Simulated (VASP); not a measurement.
# LiCl (Fm-3m) in VASP: single point with LDA

Aim: the single point of LiCl with LDA.

Program: VASP 6.6.1. These are calculated values, not measurements. Logs are shortened: lines on timing, memory, paths and dates and some standing lists are left out, and cuts for length are marked.

## (1) The cell of the first run

Symmetry: Fm-3m, No. 225, cubic system. Conventional cell: a = 5.130 Å, b = 5.130 Å, c = 5.130 Å, α = 90.00°, β = 90.00°, γ = 90.00°. Li (site symmetry m-3m) has 6 Cl at 2.56 Å within 3.4 Å. Within 3.4 Å of Cl (site symmetry m-3m) lie 6 Li at 2.56 Å.

## (2) Single point, LDA

Input file INCAR:

```
SYSTEM = LiCl
PREC = Accurate
ENCUT = 750
EDIFF = 1E-6
ISMEAR = -1
SIGMA = 0.15
LREAL = .FALSE.
LASPH = .TRUE.
NELM = 120
ALGO = Normal
ISIF = 2
LWAVE = .FALSE.
LCHARG = .FALSE.
GGA = CA
NBANDS = 12
GGA_COMPAT = .FALSE.
```

Input file KPOINTS:

```
regular mesh
0
G
  6 6 6
  0 0 0
```

Input file POSCAR:

```
LiCl
1.0
    0.0000000000      2.5647700000      2.5647700000
    2.5647700000      0.0000000000      2.5647700000
    2.5647700000      2.5647700000      0.0000000000
Li Cl
1 1
Direct
    0.0000000000      0.0000000000      0.0000000000
    0.5000000000      0.5000000000      0.5000000000
```

Potentials or basis: VASP PAW LDA potentials, release 64 (Li_sv, Cl).

The run is started by

```bash
cat potpaw_LDA.64/Li_sv/POTCAR potpaw_LDA.64/Cl/POTCAR > POTCAR
mpirun -np 1 vasp_std > vasp.out
```

OUTCAR:

```text
SYSTEM = LiCl
   PREC = Accurate
   ENCUT = 750
   EDIFF = 1E-6
   ISMEAR = -1
   LREAL = .FALSE.
   LASPH = .TRUE.
   NELM = 120
   ISIF = 2
   GGA = CA

 ion  position               nearest neighbor table
   1  0.000  0.000  0.000-   2 2.56   2 2.56   2 2.56   2 2.56   2 2.56   2 2.56
   2  0.500  0.500  0.500-   1 2.56   1 2.56   1 2.56   1 2.56   1 2.56   1 2.56

  LATTYP: Found a face centered cubic cell.
 ALAT       =     5.1295400000

  Lattice vectors:

 A1 = (   0.0000000000,   2.5647700000,   2.5647700000)
 A2 = (   2.5647700000,   0.0000000000,   2.5647700000)
 A3 = (   2.5647700000,   2.5647700000,   0.0000000000)

Analysis of symmetry for initial positions (statically):
=====================================================================
 Subroutine PRICEL returns:
 Original cell was already a primitive cell.

 Routine SETGRP: Setting up the symmetry group for a
 face centered cubic supercell.

 Subroutine GETGRP returns: Found 48 space group operations
 (whereof 48 operations were pure point group operations)
 out of a pool of 48 trial point group operations.

The static configuration has the point symmetry O_h .

Analysis of symmetry for dynamics (positions and initial velocities):
=====================================================================
 Subroutine PRICEL returns:
 Original cell was already a primitive cell.

 Routine SETGRP: Setting up the symmetry group for a
 face centered cubic supercell.

 Subroutine GETGRP returns: Found 48 space group operations
 (whereof 48 operations were pure point group operations)
 out of a pool of 48 trial point group operations.

The dynamic configuration has the point symmetry O_h .

 Subroutine INISYM returns: Found 48 space group operations
 (whereof 48 operations are pure point group operations),
 and found     1 'primitive' translations

----------------------------------------------------------------------------------------

                                     Primitive cell

  volume of cell :      33.7423

  direct lattice vectors                    reciprocal lattice vectors
     0.000000000  2.564770000  2.564770000    -0.194949255  0.194949255  0.194949255
     2.564770000  0.000000000  2.564770000     0.194949255 -0.194949255  0.194949255
     2.564770000  2.564770000  0.000000000     0.194949255  0.194949255 -0.194949255

  length of vectors
     3.627132518  3.627132518  3.627132518     0.337662014  0.337662014  0.337662014

  position of ions in fractional coordinates (direct lattice)
     0.000000000  0.000000000  0.000000000
     0.500000000  0.500000000  0.500000000

  ion indices of the primitive-cell ions
   primitive index   ion index
                 1           1
                 2           2

----------------------------------------------------------------------------------------

 KPOINTS: regular mesh

Automatic generation of k-mesh.
 Grid dimensions read from file:
 generate k-points for:    6    6    6

 Generating k-lattice:

  Cartesian coordinates                     Fractional coordinates (reciprocal lattice)
    -0.032491542  0.032491542  0.032491542     0.166666667  0.000000000  0.000000000
     0.032491542 -0.032491542  0.032491542     0.000000000  0.166666667  0.000000000
     0.032491542  0.032491542 -0.032491542     0.000000000  0.000000000  0.166666667

  Length of vectors
     0.056277002  0.056277002  0.056277002

  Shift w.r.t. Gamma in fractional coordinates (k-lattice)
     0.000000000  0.000000000  0.000000000

 Subroutine IBZKPT returns following result:
 ===========================================

 Found     16 irreducible k-points:

 Following reciprocal coordinates:
            Coordinates               Weight
  0.000000  0.000000  0.000000      1.000000
  0.166667  0.000000  0.000000      8.000000
  0.333333  0.000000  0.000000      8.000000
  0.500000  0.000000  0.000000      4.000000
  0.166667  0.166667  0.000000      6.000000
  0.333333  0.166667  0.000000     24.000000
[... 8 lines left out ...]
 -0.333333  0.333333  0.166667     24.000000
 -0.333333  0.500000  0.166667     12.000000
   k-points           NKPTS =     16   k-points in BZ     NKDIM =     16   number of bands    NBANDS=     12
   number of dos      NEDOS =    301   number of ions     NIONS =      2
   total plane-waves  NPLWV =  32768
   dimension x,y,z NGX =    32 NGY =   32 NGZ =   32
   dimension x,y,z NGXF=    64 NGYF=   64 NGZF=   64
   ions per type =               1   1
   NGX,Y,Z   is equivalent  to a cutoff of  14.67, 14.67, 14.67 a.u.
   NGXF,Y,Z  is equivalent  to a cutoff of  29.33, 29.33, 29.33 a.u.
 SYSTEM =  LiCl
   PREC   = accura    normal or accurate (medium, high low for compatibility)
   ISTART =      0    job   : 0-new  1-cont  2-samecut
   ICHARG =      2    charge: 1-file 2-atom 10-const
   ISPIN  =      1    spin polarized calculation?
   LNONCOLLINEAR =      F non collinear calculations
   LSORBIT =      F    spin-orbit coupling
   LASPH  =      T    aspherical Exc in radial PAW
   ENCUT  =  750.0 eV  55.12 Ry    7.42 a.u.   8.10  8.10  8.10*2*pi/ulx,y,z
   NELM   =    120;   NELMIN=  2; NELMDL= -5     # of ELM steps
   EDIFF  = 0.1E-05   stopping-criterion for ELM
   LREAL  =      F    real-space projection
   EDIFFG = 0.1E-04   stopping-criterion for IOM
   NSW    =      0    number of steps for IOM
   IBRION =     -1    ionic relax: 0-MD 1-quasi-New 2-CG
   NFREE  =      0    steps in history (QN), initial steepest desc. (CG)
   ISIF   =      2    stress and relaxation
   ISYM   =      2    0-nonsym 1-usesym 2-fastsym
   POTIM  = 0.5000    time-step for ionic-motion
   TEBEG  =    0.0;   TEEND  =   0.0 temperature during run
   PSTRESS=    0.0 pullay stress
   NELECT =      10.0000    total number of electrons
   NUPDOWN=      -1.0000    fix difference up-down
   EMIN   =  10.00;   EMAX   =-10.00  energy-range for DOS
   EFERMI =   0.00;   METHOD = LEGACY
   ISMEAR =    -1;   SIGMA  =   0.15  broadening in eV -4-tet -1-fermi 0-gaus
   EFERMI_NEDOS =   21; number of points for ismear=-14 and -15
   IALGO  =     38    algorithm
   IMIX   =      4    mixing-type and parameters
     AMIX     =   0.40;   BMIX     =  1.00
     AMIX_MAG =   1.60;   BMIX_MAG =  1.00
  volume/ion in A,a.u.               =      16.87       113.85
  Fermi-wavevector in a.u.,A,eV,Ry     =   1.091482  2.062601 16.209056  1.191332
  Thomas-Fermi vector in A             =   2.227728
   LORBIT       =      0    0 simple, 1 ext, 2 COOP (PROOUT), +10 PAW based schemes
   GGA     = CA    functional components
   LHFCALC =     F    Hartree Fock is set to
   AEXX    =    0.0000 exact exchange contribution
   IVDW    =     0    specifies the selected vdW correction
   LEPSILON=     F    determine dielectric tensor
   LRPA    =     F    only Hartree local field effects (RPA)
 non-spin polarized calculation
  energy-cutoff  :      750.00
  volume of cell :       33.74
 maximum number of plane-waves:      1591
   NGX = 17   NGY = 17   NGZ = 17

 number of electron      10.0000002 magnetization

 Free energy of the ion-electron system (eV)
  ---------------------------------------------------
  ext. energy  EPLUGINS =         0.00000000
  ---------------------------------------------------
  free energy    TOTEN  =        -8.05939832 eV

  energy without entropy =       -8.05939832  energy(sigma->0) =       -8.05939832

 E-fermi :   3.7136     XC(G=0):  -9.1647

 val. band max:        0.4522478827   @ k =   0.0000   0.0000   0.0000
 cond. band min:       6.4492185983   @ k =   0.0000   0.0000   0.0000
 fundamental gap:      5.9969707156
 Fermi energy:         3.7135533112

 k-point     1 :       0.0000    0.0000    0.0000
  band No.  band energies     occupation
      1     -42.0067      2.00000
      2     -12.8743      2.00000
      3       0.4522      2.00000
      4       0.4522      2.00000
      5       0.4522      2.00000
      6       6.4492      0.00000
      7      12.1878      0.00000
      8      12.1878      0.00000
      9      12.1878      0.00000
     10      14.5635      0.00000
     11      14.5635      0.00000
     12      14.5635      0.00000

 k-point     2 :       0.1667    0.0000    0.0000
  band No.  band energies     occupation
      1     -42.0058      2.00000
      2     -12.7401      2.00000
      3      -0.4414      2.00000
      4       0.3817      2.00000
      5       0.3817      2.00000
      6       7.1435      0.00000
      7      11.1029      0.00000
      8      11.6938      0.00000
      9      11.6938      0.00000
     10      13.4394      0.00000
     11      13.4394      0.00000
     12      15.2356      0.00000

 k-point     3 :       0.3333    0.0000    0.0000
  band No.  band energies     occupation
      1     -42.0042      2.00000
      2     -12.4471      2.00000
      3      -1.8406      2.00000
      4       0.2522      2.00000
      5       0.2522      2.00000
      6       7.1714      0.00000
      7      10.2104      0.00000
      8      10.2104      0.00000
      9      11.8828      0.00000
     10      15.3794      0.00000
     11      15.3794      0.00000
     12      16.0682      0.00000
[... 166 lines left out ...]
 k-point    15 :      -0.3333    0.3333    0.1667
  band No.  band energies     occupation
      1     -42.0026      2.00000
      2     -12.1033      2.00000
      3      -1.9943      2.00000
      4      -1.3469      2.00000
      5      -0.3579      2.00000
      6       9.0525      0.00000
      7       9.5509      0.00000
      8      11.1139      0.00000
      9      11.3433      0.00000
     10      15.3991      0.00000
     11      16.1711      0.00000
     12      18.8320      0.00000

 k-point    16 :      -0.3333    0.5000    0.1667
  band No.  band energies     occupation
      1     -42.0024      2.00000
      2     -12.0364      2.00000
      3      -2.1689      2.00000
      4      -1.2640      2.00000
      5      -0.6520      2.00000
      6       8.9278      0.00000
      7       9.5870      0.00000
      8      11.4911      0.00000
      9      11.5896      0.00000
     10      15.0090      0.00000
     11      17.4412      0.00000
     12      19.1273      0.00000

------------------------ aborting loop because EDIFF is reached ----------------------------------------

  FORCE on cell =-STRESS in cart. coord.  units (eV):
  Direction    XX          YY          ZZ          XY          YZ          ZX
  --------------------------------------------------------------------------------------
  -------------------------------------------------------------------------------------
  Total       -0.6940836     -0.6940836     -0.6940836      0.0000000      0.0000000      0.0000000
  in kB      -32.9569561    -32.9569561    -32.9569561      0.0000000      0.0000000      0.0000000
  external PRESSURE =     -32.9569561 kB  Pullay stress =       0.0000000 kB

 VOLUME and BASIS-vectors are now :
 -----------------------------------------------------------------------------
  energy-cutoff  :      750.00
  volume of cell :       33.74
      direct lattice vectors                 reciprocal lattice vectors
     0.000000000  2.564770000  2.564770000    -0.194949255  0.194949255  0.194949255
     2.564770000  0.000000000  2.564770000     0.194949255 -0.194949255  0.194949255
     2.564770000  2.564770000  0.000000000     0.194949255  0.194949255 -0.194949255

 POSITION                                       TOTAL-FORCE (eV/Angst)
 -----------------------------------------------------------------------------------
      0.00000      0.00000      0.00000         0.000000     -0.000000      0.000000
      2.56477      2.56477      2.56477        -0.000000      0.000000     -0.000000
 -----------------------------------------------------------------------------------
    total drift:                               -0.000000     -0.000000      0.000000

  FREE ENERGIE OF THE ION-ELECTRON SYSTEM (eV)
  ---------------------------------------------------
  free  energy   TOTEN  =        -8.0593983208 eV

  energy  without entropy=       -8.0593983199  energy(sigma->0) =       -8.05939832
```

Wall time 12 s (1 thread of Intel Xeon 8259CL, shared host); peak memory 0.15 GiB.

Results:

```
Free energy            : -8.0594 eV
Pressure               : -3.3 GPa
Band gap on the k mesh : 6.00 eV, direct
```

A k mesh can miss the band edges.
